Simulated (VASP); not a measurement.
# W (Fm-3m) in VASP: further runs

The runs below take W through single point, with r2SCAN.

Program: VASP 6.6.1. These are calculated values, not measurements. Logs are shortened: lines on timing, memory, paths and dates and some standing lists are left out, and cuts for length are marked.

## (1) The cell of the first run

The structure is cubic, space group Fm-3m (No. 225). Conventional cell: a = 4.019 Å, b = 4.019 Å, c = 4.019 Å, α = 90.00°, β = 90.00°, γ = 90.00°. W (site symmetry m-3m) has 12 W at 2.84 Å within 3.7 Å.

This isn't the form of W at room conditions, which is bcc.

## (2) Single point, r2SCAN

Input file POSCAR:

```
W
1.0
    0.0000000000      2.0095860664      2.0095860664
    2.0095860664      0.0000000000      2.0095860664
    2.0095860664      2.0095860664      0.0000000000
W
1
Direct
    0.0000000000      0.0000000000      0.0000000000
```

Input file INCAR.step1:

```
PREC = Accurate
ENCUT = 550
ISMEAR = 1
SIGMA = 0.1
LREAL = F
LASPH = T
NELM = 120
NBANDS = 13
GGA = PE
ALGO = Normal
EDIFF = 1E-5
LWAVE = T
LCHARG = F
GGA_COMPAT = F
```

Input file INCAR.step2:

```
PREC = Accurate
ENCUT = 550
EDIFF = 1E-6
ISMEAR = 1
SIGMA = 0.1
LREAL = F
LASPH = T
NELM = 120
ALGO = Normal
ISIF = 2
LWAVE = F
LCHARG = F
METAGGA = R2SCAN
LMIXTAU = T
NBANDS = 13
ISTART = 1
GGA_COMPAT = F
```

Input file KPOINTS:

```
Automatic mesh
0
Gamma
  10 10 10
```

Potentials or basis: VASP PAW PBE potentials, release 64 (W_sv).

Started as:

```console
$ cat potpaw_PBE.64/W_sv/POTCAR > POTCAR
$ cp INCAR.step1 INCAR
$ mpirun -np 1 vasp_std > vasp.out
$ cp INCAR.step2 INCAR
$ mpirun -np 1 vasp_std > vasp.out
```

OUTCAR:

```text
PREC = Accurate
   ENCUT = 550
   EDIFF = 1E-6
   ISMEAR = 1
   LREAL = F
   LASPH = T
   NELM = 120
   ISIF = 2
   METAGGA = R2SCAN
   ISTART = 1

 ion  position               nearest neighbor table
   1  0.000  0.000  0.000-

  LATTYP: Found a face centered cubic cell.
 ALAT       =     4.0191721328

  Lattice vectors:

 A1 = (   0.0000000000,   2.0095860664,   2.0095860664)
 A2 = (   2.0095860664,   0.0000000000,   2.0095860664)
 A3 = (   2.0095860664,   2.0095860664,   0.0000000000)

Analysis of symmetry for initial positions (statically):
=====================================================================
 Subroutine PRICEL returns:
 Original cell was already a primitive cell.

 Routine SETGRP: Setting up the symmetry group for a
 face centered cubic supercell.

 Subroutine GETGRP returns: Found 48 space group operations
 (whereof 48 operations were pure point group operations)
 out of a pool of 48 trial point group operations.

The static configuration has the point symmetry O_h .

Analysis of symmetry for dynamics (positions and initial velocities):
=====================================================================
 Subroutine PRICEL returns:
 Original cell was already a primitive cell.

 Routine SETGRP: Setting up the symmetry group for a
 face centered cubic supercell.

 Subroutine GETGRP returns: Found 48 space group operations
 (whereof 48 operations were pure point group operations)
 out of a pool of 48 trial point group operations.

The dynamic configuration has the point symmetry O_h .

 Subroutine INISYM returns: Found 48 space group operations
 (whereof 48 operations are pure point group operations),
 and found     1 'primitive' translations

----------------------------------------------------------------------------------------

                                     Primitive cell

  volume of cell :      16.2312

  direct lattice vectors                    reciprocal lattice vectors
     0.000000000  2.009586066  2.009586066    -0.248807458  0.248807458  0.248807458
     2.009586066  0.000000000  2.009586066     0.248807458 -0.248807458  0.248807458
     2.009586066  2.009586066  0.000000000     0.248807458  0.248807458 -0.248807458

  length of vectors
     2.841983870  2.841983870  2.841983870     0.430947158  0.430947158  0.430947158

  position of ions in fractional coordinates (direct lattice)
     0.000000000  0.000000000  0.000000000

  ion indices of the primitive-cell ions
   primitive index   ion index
                 1           1

----------------------------------------------------------------------------------------

 KPOINTS: Automatic mesh

Automatic generation of k-mesh.
 Grid dimensions read from file:
 generate k-points for:   10   10   10

 Generating k-lattice:

  Cartesian coordinates                     Fractional coordinates (reciprocal lattice)
    -0.024880746  0.024880746  0.024880746     0.100000000  0.000000000  0.000000000
     0.024880746 -0.024880746  0.024880746     0.000000000  0.100000000  0.000000000
     0.024880746  0.024880746 -0.024880746     0.000000000  0.000000000  0.100000000

  Length of vectors
     0.043094716  0.043094716  0.043094716

  Shift w.r.t. Gamma in fractional coordinates (k-lattice)
     0.000000000  0.000000000  0.000000000

 Subroutine IBZKPT returns following result:
 ===========================================

 Found     47 irreducible k-points:

 Following reciprocal coordinates:
            Coordinates               Weight
  0.000000  0.000000  0.000000      1.000000
  0.100000  0.000000  0.000000      8.000000
  0.200000  0.000000  0.000000      8.000000
  0.300000  0.000000  0.000000      8.000000
  0.400000  0.000000  0.000000      8.000000
  0.500000  0.000000  0.000000      4.000000
[... 16 lines left out ...]
  0.300000  0.300000  0.000000      6.000000
  0.400000  0.300000  0.000000     24.000000
 [... further k-points ...]
   k-points           NKPTS =     47   k-points in BZ     NKDIM =     47   number of bands    NBANDS=     13
   number of dos      NEDOS =    301   number of ions     NIONS =      1
   total plane-waves  NPLWV =  13824
   dimension x,y,z NGX =    24 NGY =   24 NGZ =   24
   dimension x,y,z NGXF=    48 NGYF=   48 NGZF=   48
   ions per type =               1
   NGX,Y,Z   is equivalent  to a cutoff of  14.04, 14.04, 14.04 a.u.
   NGXF,Y,Z  is equivalent  to a cutoff of  28.08, 28.08, 28.08 a.u.
 SYSTEM =  unknown system
   PREC   = accura    normal or accurate (medium, high low for compatibility)
   ISTART =      1    job   : 0-new  1-cont  2-samecut
   ICHARG =      0    charge: 1-file 2-atom 10-const
   ISPIN  =      1    spin polarized calculation?
   LNONCOLLINEAR =      F non collinear calculations
   LSORBIT =      F    spin-orbit coupling
   LASPH  =      T    aspherical Exc in radial PAW
   ENCUT  =  550.0 eV  40.42 Ry    6.36 a.u.   5.43  5.43  5.43*2*pi/ulx,y,z
   NELM   =    120;   NELMIN=  2; NELMDL=  0     # of ELM steps
   EDIFF  = 0.1E-05   stopping-criterion for ELM
   LREAL  =      F    real-space projection
   EDIFFG = 0.1E-04   stopping-criterion for IOM
   NSW    =      0    number of steps for IOM
   IBRION =     -1    ionic relax: 0-MD 1-quasi-New 2-CG
   NFREE  =      0    steps in history (QN), initial steepest desc. (CG)
   ISIF   =      2    stress and relaxation
   ISYM   =      2    0-nonsym 1-usesym 2-fastsym
   POTIM  = 0.5000    time-step for ionic-motion
   TEBEG  =    0.0;   TEEND  =   0.0 temperature during run
   PSTRESS=    0.0 pullay stress
   NELECT =      14.0000    total number of electrons
   NUPDOWN=      -1.0000    fix difference up-down
   EMIN   =  10.00;   EMAX   =-10.00  energy-range for DOS
   EFERMI =   0.00;   METHOD = LEGACY
   ISMEAR =     1;   SIGMA  =   0.10  broadening in eV -4-tet -1-fermi 0-gaus
   EFERMI_NEDOS =   21; number of points for ismear=-14 and -15
   IALGO  =     38    algorithm
   IMIX   =      4    mixing-type and parameters
     AMIX     =   0.40;   BMIX     =  1.00
     AMIX_MAG =   1.60;   BMIX_MAG =  1.00
  volume/ion in A,a.u.               =      16.23       109.53
  Fermi-wavevector in a.u.,A,eV,Ry     =   1.558359  2.944872 33.041522  2.428483
  Thomas-Fermi vector in A             =   2.661875
   LORBIT       =      0    0 simple, 1 ext, 2 COOP (PROOUT), +10 PAW based schemes
   METAGGA = R2SCAN    functional components
   LHFCALC =     F    Hartree Fock is set to
   AEXX    =    0.0000 exact exchange contribution
   IVDW    =     0    specifies the selected vdW correction
   LEPSILON=     F    determine dielectric tensor
   LRPA    =     F    only Hartree local field effects (RPA)
 non-spin polarized calculation
 Methfessel and Paxton  Order N= 1 SIGMA  =   0.10
  energy-cutoff  :      550.00
  volume of cell :       16.23
 maximum number of plane-waves:       531
 NGX is ok and might be reduce to    24
   NGX = 11   NGY = 11   NGZ = 11

 number of electron      14.0000001 magnetization

 Free energy of the ion-electron system (eV)
  ---------------------------------------------------
  ext. energy  EPLUGINS =         0.00000000
  ---------------------------------------------------
  free energy    TOTEN  =       -50.78928822 eV

  energy without entropy =      -50.78790338  energy(sigma->0) =      -50.78882661

 E-fermi :  10.4267     XC(G=0): -14.8035

 val. band max:       10.4156609246   @ k =   0.5000   0.1000   0.0000
 cond. band min:      10.5568894838   @ k =   0.2000   0.1000   0.0000
 fundamental gap:      0.1412285592
 Fermi energy:        10.4267130637

 k-point     1 :       0.0000    0.0000    0.0000
  band No.  band energies     occupation
      1     -65.1182      2.00000
      2     -28.0365      2.00000
      3     -28.0365      2.00000
      4     -28.0365      2.00000
      5       0.9511      2.00000
      6       9.8855      2.00000
      7       9.8855      2.00000
      8       9.8855      2.00000
      9      13.3193      0.00000
     10      13.3193      0.00000
     11      23.8672      0.00000
     12      29.5974      0.00000
     13      29.5974      0.00000

 k-point     2 :       0.1000    0.0000    0.0000
  band No.  band energies     occupation
      1     -65.1062      2.00000
      2     -28.1658      2.00000
      3     -28.0528      2.00000
      4     -28.0528      2.00000
      5       1.4083      2.00000
      6       9.5380      2.00000
      7      10.0898      2.00002
      8      10.0898      2.00002
      9      13.1416      0.00000
     10      13.1416      0.00000
     11      24.7624      0.00000
     12      27.9007      0.00000
     13      30.4488      0.00000

 k-point     3 :       0.2000    0.0000    0.0000
  band No.  band energies     occupation
      1     -65.0747      2.00000
      2     -28.4953      2.00000
      3     -28.0953      2.00000
      4     -28.0953      2.00000
      5       2.6025      2.00000
      6       8.9147      2.00000
      7      10.4038      1.37675
      8      10.4038      1.37674
      9      13.0685      0.00000
     10      13.0685      0.00000
     11      25.1405      0.00000
     12      27.3595      0.00000
     13      32.7575      0.00000
[... 305 lines left out ...]
 k-point    23 :       0.3000    0.3000    0.0000
  band No.  band energies     occupation
      1     -65.0085      2.00000
      2     -28.8444      2.00000
      3     -28.3370      2.00000
      4     -28.3370      2.00000
      5       4.7369      2.00000
      6       6.7646      2.00000
      7      10.3549      1.93192
      8      13.0715      0.00000
      9      13.0715      0.00000
     10      14.8682      0.00000
     11      28.2965      0.00000
     12      28.2965      0.00000
     13      29.1255      0.00000

 k-point    24 :       0.4000    0.3000    0.0000
  band No.  band energies     occupation
      1     -64.9834      2.00000
      2     -29.0069      2.00000
      3     -28.4290      2.00000
      4     -28.3873      2.00000
      5       5.2127      2.00000
      6       6.4773      2.00000
      7      10.3399      2.01091
      8      13.3944      0.00000
      9      14.8763      0.00000
     10      15.6851      0.00000
     11      24.9849      0.00000
     12      26.8840      0.00000
     13      28.4847      0.00000

 [... further k-points ...]

------------------------ aborting loop because EDIFF is reached ----------------------------------------

  FORCE on cell =-STRESS in cart. coord.  units (eV):
  Direction    XX          YY          ZZ          XY          YZ          ZX
  --------------------------------------------------------------------------------------
  -------------------------------------------------------------------------------------
  Total        0.1227240      0.1227240      0.1227240      0.0000000      0.0000000      0.0000000
  in kB       12.1140795     12.1140795     12.1140795      0.0000000      0.0000000      0.0000000
  external PRESSURE =      12.1140795 kB  Pullay stress =       0.0000000 kB

 VOLUME and BASIS-vectors are now :
 -----------------------------------------------------------------------------
  energy-cutoff  :      550.00
  volume of cell :       16.23
      direct lattice vectors                 reciprocal lattice vectors
     0.000000000  2.009586066  2.009586066    -0.248807458  0.248807458  0.248807458
     2.009586066  0.000000000  2.009586066     0.248807458 -0.248807458  0.248807458
     2.009586066  2.009586066  0.000000000     0.248807458  0.248807458 -0.248807458

 POSITION                                       TOTAL-FORCE (eV/Angst)
 -----------------------------------------------------------------------------------
      0.00000      0.00000      0.00000        -0.000000      0.000000      0.000000
 -----------------------------------------------------------------------------------
    total drift:                                0.000000      0.000000     -0.000000

  FREE ENERGIE OF THE ION-ELECTRON SYSTEM (eV)
  ---------------------------------------------------
  free  energy   TOTEN  =       -50.7892882210 eV

  energy  without entropy=      -50.7879033825  energy(sigma->0) =      -50.78882661
```

Run time: 57 s. Hardware: 1 thread of Intel Xeon 8259CL, shared host; peak memory 0.15 GiB.

What came out:

```yaml
Free_energy: -50.7893 eV
Pressure: 1.2 GPa
Band_gap_on_the_k_mesh: zero (bands 7 and 8 overlap by 3.68 eV)
```

Caveat: the PAW data sets were made with another functional, which shifts forces and pressure a little; spin-orbit coupling is left out, which moves the levels of the heavy elements.

## (3) Single point, r2SCAN

POSCAR is that of step 2.

Input file INCAR.step1:

```
SYSTEM = W
PREC = Accurate
ENCUT = 550
ISMEAR = 1
SIGMA = 0.1
LREAL = .FALSE.
LASPH = .TRUE.
NELM = 120
NBANDS = 13
GGA = PE
ALGO = Normal
EDIFF = 1E-5
LWAVE = .TRUE.
LCHARG = .FALSE.
GGA_COMPAT = .FALSE.
```

Input file INCAR.step2:

```
SYSTEM = W
PREC = Accurate
ENCUT = 550
EDIFF = 1E-6
ISMEAR = 1
SIGMA = 0.1
LREAL = .FALSE.
LASPH = .TRUE.
NELM = 120
ALGO = Normal
ISIF = 2
LWAVE = .FALSE.
LCHARG = .FALSE.
METAGGA = R2SCAN
LMIXTAU = .TRUE.
NBANDS = 13
ISTART = 1
GGA_COMPAT = .FALSE.
```

Input file KPOINTS:

```
Automatic mesh
0
G
  10 10 10
  0 0 0
```

Potentials or basis: VASP PAW PBE potentials, release 64 (W_sv).

Started as:

```console
$ cat potpaw_PBE.64/W_sv/POTCAR > POTCAR
$ cp INCAR.step1 INCAR
$ mpirun -np 1 vasp_std > vasp.out
$ cp INCAR.step2 INCAR
$ mpirun -np 1 vasp_std > vasp.out
```

Wall time 73 s (1 thread of Intel Xeon 8259CL, shared host); peak memory 0.15 GiB.

It converged, with:

- Free energy: -50.7893 eV
- Pressure: 1.2 GPa
- Band gap on the k mesh: zero (bands 7 and 8 overlap by 3.68 eV)

Levels at points of the mesh, in eV from the Fermi level:
| k point | band 4 | band 5 | band 6 | band 7 | band 8 | band 9 | band 10 | band 11 |
| --- | --- | --- | --- | --- | --- | --- | --- | --- |
| (0.00, 0.00, 0.00) | -38.46 | -9.48 | -0.54 | -0.54 | -0.54 | 2.89 | 2.89 | 13.44 |
| (0.50, 0.00, 0.00) | -38.63 | -5.90 | -0.71 | -0.71 | 0.55 | 5.40 | 5.40 | 11.05 |
| (0.50, 0.50, 0.00) | -38.92 | -5.74 | -4.80 | 3.14 | 5.45 | 6.10 | 6.10 | 12.47 |

Caveat: the PAW data sets were made with another functional, which shifts forces and pressure a little; spin-orbit coupling is left out, which moves the levels of the heavy elements.
